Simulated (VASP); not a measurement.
Here is a VASP 6.6.1 calculation.

The input INCAR:

```
  PREC = Accurate
  ENCUT = 500
  EDIFF = 1E-6
  ISMEAR = -1
  SIGMA = 0.03
  LREAL = F
  LASPH = T
  NELM = 120
  ALGO = Normal
  ISIF = 2
  LWAVE = F
  LCHARG = F
  GGA = PE
  NBANDS = 20
  GGA_COMPAT = F
```

Contents of KPOINTS:

```
regular mesh
0
Gamma
  12 12 12
```

Contents of POSCAR:

```
BiAu
1.0
    0.0000000000      2.9525027962      2.9525027962
    2.9525027962      0.0000000000      2.9525027962
    2.9525027962      2.9525027962      0.0000000000
Au Bi
1 1
Direct
    0.0000000000      0.0000000000      0.0000000000
    0.5000000000      0.5000000000      0.5000000000
```

Potentials or basis: VASP PAW PBE potentials, release 64 (Au, Bi_d).

The run is started by

```bash
$ cat potpaw_PBE.64/Au/POTCAR potpaw_PBE.64/Bi_d/POTCAR > POTCAR
$ mpirun -np 1 vasp_std > vasp.out
```

**Question.** What does it give for the band gap on the k mesh?

**Answer.** Zero (band 13 reaches 10.51 eV, above the bottom of band 14 at 5.15 eV).

**Question.** Estimate the pressure.

**Answer.** 1.4 GPa.

Caveat: spin-orbit coupling is left out, which moves the levels of the heavy elements.
